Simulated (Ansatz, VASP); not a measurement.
# Two plane-wave programs on Lu

```
CELL_PARAMETERS angstrom
3.20708 0.00000 0.00000
0.00000 3.20708 0.00000
0.00000 0.00000 3.20708
ATOMIC_POSITIONS crystal
Lu 0.00000 0.00000 0.00000
```

Alike in both runs: functional PBE; k mesh 12 × 12 × 12; occupations fermi-dirac, width 0.1 eV; no spin polarisation.

Ansatz relaxed the structure, and its values are those at the end. VASP's run is a single point on that final structure, the one shown.

```csv
,VASP,Ansatz
version,VASP 6.6.1,Ansatz 0.2.0
potentials or method,"VASP PAW PBE potentials, release 64 (Lu)","PAW with Ansatz's default frozen-core files, scalar-relativistic"
plane-wave cutoff (eV),520,420
valence electrons in the cell,25,25
```

```csv
,VASP,Ansatz,Ansatz less VASP
pressure (GPa),0.1,0.0,-0.11
```

Spin-orbit coupling is off throughout.
